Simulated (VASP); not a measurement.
## In4Sb: single point with PBE

Crystal: In4Sb.

```
In Sb
1.0
     4.31280   -5.41598    0.00000
     4.31280    5.41598    0.00000
     0.00000    0.00000    3.28370
In Sb
4 1
Direct
  0.18030 0.18030 0.50000
  0.81970 0.81970 0.50000
  0.00000 0.50000 0.00000
  0.50000 0.00000 0.00000
  0.50000 0.50000 0.00000
```

The cell was built from a structure type or drawn by symmetry, and may not be a known phase.

```
Program             : VASP 6.6.1
Task                : single point
Functional          : PBE
Potentials or basis : VASP PAW PBE potentials, release 64 (In_d, Sb)
Cutoff              : 520 eV
k mesh              : 4 × 4 × 4
Occupations         : gaussian, width 0.1 eV
Spin                : no spin polarisation
```

```
Pressure               : -0.1 GPa
Largest force          : 0.006 eV/Å
Band gap on the k mesh : zero (an odd number of electrons rules out a gap without spin polarisation)
```

Forces in eV/Å, atoms in the order of the input:
```
In   0.006  0.000  0.000
In  -0.006  0.000  0.000
In   0.000  0.000  0.000
In   0.000  0.000  0.000
Sb   0.000  0.000  0.000
```

Stress tensor (GPa, compression positive):
```
-0.08  0.00  0.00
 0.00  0.07  0.00
 0.00  0.00 -0.16
```

Levels at points of the mesh, in eV from the Fermi level:
```csv
k point,band 25,band 26,band 27,band 28,band 29,band 30,band 31,band 32
"(0.00, 0.00, 0.00)",-3.67,-3.32,-2.34,-0.86,0.57,3.51,3.68,3.90
"(0.50, 0.00, 0.00)",-4.27,-3.30,-1.20,0.45,0.49,0.57,3.60,3.70
"(0.50, 0.50, 0.00)",-2.58,-1.58,-0.59,-0.42,-0.09,0.81,1.99,3.10
"(0.00, 0.00, 0.50)",-2.73,-2.66,-2.59,-1.61,-1.19,0.22,0.29,1.49
"(0.50, 0.00, 0.50)",-2.98,-2.15,-1.62,-0.93,-0.40,-0.24,0.58,0.92
"(0.50, 0.50, 0.50)",-3.63,-2.76,-2.34,-2.22,0.38,1.50,1.63,2.24
```

It took 74 s on 1 thread of Intel(R) Xeon(R) 6975P-C (Granite Rapids), on a shared host, peak memory 0.3 GiB.

Caveat: the k points lie up to 0.48 Å⁻¹ apart, too coarse for converged energies and pressures of a metal; spin-orbit coupling is left out, which moves the levels of the heavy elements.
